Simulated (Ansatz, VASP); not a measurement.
LiZrN: VASP beside Ansatz

The input INCAR:

```
SYSTEM = LiZrN
PREC = Accurate
ENCUT = 520
EDIFF = 1E-6
ISMEAR = 0
SIGMA = 0.2
LREAL = .False.
LASPH = .True.
NELM = 60
ALGO = Normal
ISIF = 2
LWAVE = .False.
LCHARG = .False.
GGA = PE
NBANDS = 52
```

The input KPOINTS:

```
regular mesh
0
Gamma
  6 6 2
  0 0 0
```

File POSCAR:

```
LiZrN
1.0
    4.0529500685      0.0000000000      0.0000000000
    0.0000000000      4.0529500685      0.0000000000
    0.0000000000      0.0000000000     13.8265588446
Li Zr N
4 4 4
Direct
    0.0000000000      0.5000000000      0.2907539083
    1.0000000000      0.5000000000      0.7907539083
    0.5000000000      0.0000000000      0.2092460917
    0.5000000000      1.0000000000      0.7092460917
    1.0000000000      0.5000000000      0.0486734609
    0.0000000000      0.5000000000      0.5486734609
    0.5000000000      0.0000000000      0.4513265391
    0.5000000000      0.0000000000      0.9513265391
    0.0000000000      0.0000000000      0.5000000000
    0.0000000000      0.0000000000      0.0000000000
    0.5000000000      0.5000000000      0.5000000000
    0.5000000000      0.5000000000      1.0000000000
```

Input for Ansatz:

```yaml
crystal:
  lattice:
    - [4.0529500685, 0.0, 0.0]
    - [0.0, 4.0529500685, 0.0]
    - [0.0, 0.0, 13.8265588446]
  atoms:
    - { symbol: Li, position: [0.0, 0.5, 0.2907539083] }
    - { symbol: Li, position: [1.0, 0.5, 0.7907539083] }
    - { symbol: Li, position: [0.5, 0.0, 0.2092460917] }
    - { symbol: Li, position: [0.5, 1.0, 0.7092460917] }
    - { symbol: Zr, position: [1.0, 0.5, 0.0486734609] }
    - { symbol: Zr, position: [0.0, 0.5, 0.5486734609] }
    - { symbol: Zr, position: [0.5, 0.0, 0.4513265391] }
    - { symbol: Zr, position: [0.5, 0.0, 0.9513265391] }
    - { symbol: "N", position: [0.0, 0.0, 0.5] }
    - { symbol: "N", position: [0.0, 0.0, 0.0] }
    - { symbol: "N", position: [0.5, 0.5, 0.5] }
    - { symbol: "N", position: [0.5, 0.5, 1.0] }
basis:
  ecutwfc: 420
kpoints:
  mp_grid: { grid: [6, 6, 2] }
hamiltonian:
  xc: pbe
scf:
  occupations: { method: gaussian, width: 0.2 }
  lower_state_search: "off"
output:
  forces: true
  stress: true
  eigenvalues: true
```

Alike in both runs: task single point; functional PBE; k mesh 6 × 6 × 2; occupations gaussian, width 0.2 eV; no spin polarisation.

|  | VASP | Ansatz |
| --- | --- | --- |
| version | VASP 6.6.1 | Ansatz 0.2.0 |
| potentials or method | VASP PAW PBE potentials, release 64 (Li_sv, Zr_sv, N), cutoff 520 eV | scalar-relativistic, plane waves, PAW |
| valence electrons in the cell | 80 | 80 |

```tsv
	VASP	Ansatz	Ansatz less VASP
gap on the k mesh at the Fermi level (eV)	none	none	-
rms of the force components (eV/Å)	0.047	0.038	-0.0095
```

Atom by atom the forces differ by 0.010 eV/Å (rms over components). A gap of «none» marks a metal or a gap that the smearing closes.

Noted on VASP's run: the cutoff is under 1.25 times that of the potentials, so the pressure is a little rough.
